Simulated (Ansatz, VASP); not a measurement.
PtSe2: VASP beside Ansatz

```xyz
3
Lattice="1.8668 3.2334 0.0000 -1.8668 3.2334 0.0000 0.0000 0.0000 5.2979" Properties=species:S:1:pos:R:3 pbc="T T T"
Pt    0.0000    0.0000    0.0000
Se   -0.0002    2.1557    1.3245
Se    0.0002    4.3111    3.9735
```

Alike in both runs: task single point; functional r2SCAN; k mesh 10 × 10 × 7; no spin polarisation.

|  | VASP | Ansatz |
| --- | --- | --- |
| version | VASP 6.6.1 | Ansatz 0.2.0 |
| potentials or method | VASP PAW PBE potentials, release 64 (Pt, Se), cutoff 520 eV | PAW plane waves |
| occupations | fermi-dirac, width 0.1 eV | fermi-dirac |
| valence electrons in the cell | 22 | 50 |

|  | VASP | Ansatz | Ansatz less VASP |
| --- | --- | --- | --- |
| pressure (GPa) | -0.5 | -0.5 | -0.05 |
| traceless stress, the component that is largest in VASP (GPa) | -0.38 | -0.34 | +0.047 |
| rms of the force components (eV/Å) | 0.155 | 0.161 | +0.0057 |

VASP's potentials were made for PBE, not for r2SCAN. Atom by atom the forces differ by 0.006 eV/Å (rms over components). VASP's potentials hold 22 valence electrons a cell and Ansatz's 50, so a difference there can come from the potentials and not from the codes. Ansatz's warnings: structure snapped to symmetry.

Neither program's run includes spin-orbit coupling.
